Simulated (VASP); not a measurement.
The system is Be2C.

```xyz
3
Lattice="0.0000 2.1650 2.1650 2.1650 0.0000 2.1650 2.1650 2.1650 0.0000" Properties=species:S:1:pos:R:3 pbc="T T T"
Be    1.0825    1.0825    1.0825
Be    3.2475    3.2475    3.2475
C     0.0000    0.0000    0.0000
```

```yaml
Program: VASP 6.6.1
Task: relaxation of cell and atoms
Functional: LDA
Potentials_or_basis: VASP PAW LDA potentials, release 64 (Be, C)
Cutoff: 600 eV
k_mesh: 6 × 6 × 6
Occupations: gaussian, width 0.01 eV
Spin: no spin polarisation
```

At the start: pressure -8.2 GPa; volume 6.77 Å³/atom.

Problem. How do energy, volume and symmetry change on relaxing?

Solution. Over 3 steps the energy falls by 7.2 meV/atom and the volume is 6.49 Å³/atom (-4.0 %); space group Fm-3m (No. 225, to 0.05 Å).

The path:
```tsv
step	energy change (eV)	largest force (eV/Å)	pressure (GPa)	volume (Å³)
1	0.0000	0.0000	-8.24	20.30
2	-0.0204	0.0000	2.15	19.29
3	-0.0216	0.0000	0.01	19.48
```

Final structure:
```
Be C
1.0
     0.00000    2.13557    2.13557
     2.13557    0.00000    2.13557
     2.13557    2.13557    0.00000
Be C
2 1
Direct
  0.25000 0.25000 0.25000
  0.75000 0.75000 0.75000
  0.00000 0.00000 0.00000
```
